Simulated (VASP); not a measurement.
# BN: single point with r2SCAN

BN:

```xyz
4
Lattice="2.4038 0.0000 0.0000 -1.2019 2.2553 0.0000 0.0000 0.0000 6.6612" Properties=species:S:1:pos:R:3 pbc="T T T"
B     0.0000    1.5035    1.6653
B     1.2019    0.7518    4.9959
N     0.0000    1.5035    4.9959
N     1.2019    0.7518    1.6653
```

This cell differs from its parent crystal: strain -0.0400 x Voigt [1, -1, 0, 0, 0, 0].

```
Program                : VASP 6.6.1
Task                   : single point
Functional             : r2SCAN
Potentials or basis    : VASP PAW PBE potentials, release 64 (B, N)
Cutoff                 : 520 eV
k mesh                 : 12 × 12 × 4
Occupations            : gaussian, width 0.05 eV
Spin                   : no spin polarisation
Dipole correction      : no
Further INCAR settings : ALGO = Normal; EDIFF = 1e-06; NBANDS = 16
```

```json
{
 "Pressure": "1.7 GPa",
 "Largest force": "0.776 eV/Å",
 "Band gap on the k mesh": "4.39 eV (least direct gap 5.32 eV)"
}
```

Forces in eV/Å, atoms in the order of the input:
```
B    0.000  0.762  0.000
B    0.000 -0.762  0.000
N    0.000  0.776  0.000
N    0.000 -0.776  0.000
```

Stress tensor (GPa, compression positive):
```
 33.24   0.00   0.00
  0.00 -28.74   0.00
  0.00   0.00   0.55
```

Levels at points of the mesh, in eV from the valence-band top:
```tsv
k point	band 4	band 5	band 6	band 7	band 8	band 9	band 10	band 11	band 12	band 13
(0.00, 0.00, 0.00)	-4.32	-1.71	-1.66	-1.16	-1.12	5.45	10.33	10.92	11.04	13.17
(0.50, 0.00, 0.00)	-9.21	-4.74	-4.66	-1.24	-0.32	4.99	6.23	9.53	9.75	13.40
(0.00, 0.50, 0.00)	-9.43	-3.52	-3.46	-2.09	-0.96	4.39	6.23	10.96	12.43	12.73
(0.00, 0.00, 0.50)	-5.52	-1.68	-1.68	-1.14	-1.14	7.86	7.86	10.93	10.93	13.23
(0.50, 0.00, 0.50)	-9.24	-4.70	-4.70	-0.76	-0.76	5.37	5.37	9.78	9.78	14.28
(0.00, 0.50, 0.50)	-9.49	-3.49	-3.49	-1.52	-1.52	5.04	5.04	12.08	12.08	14.13
```

Wall time 4.4 min on 1 thread of AMD EPYC 7R43 64-Core Processor (Zen 3) (shared host), peak memory 0.15 GiB.

Caveat: the cell differs from its parent crystal (strain -0.0400 x Voigt [1, -1, 0, 0, 0, 0]); the stress differs along the axes, from -29 to 33 GPa; the PAW data sets were made with another functional, which shifts forces and pressure a little. A k mesh can miss the band edges.
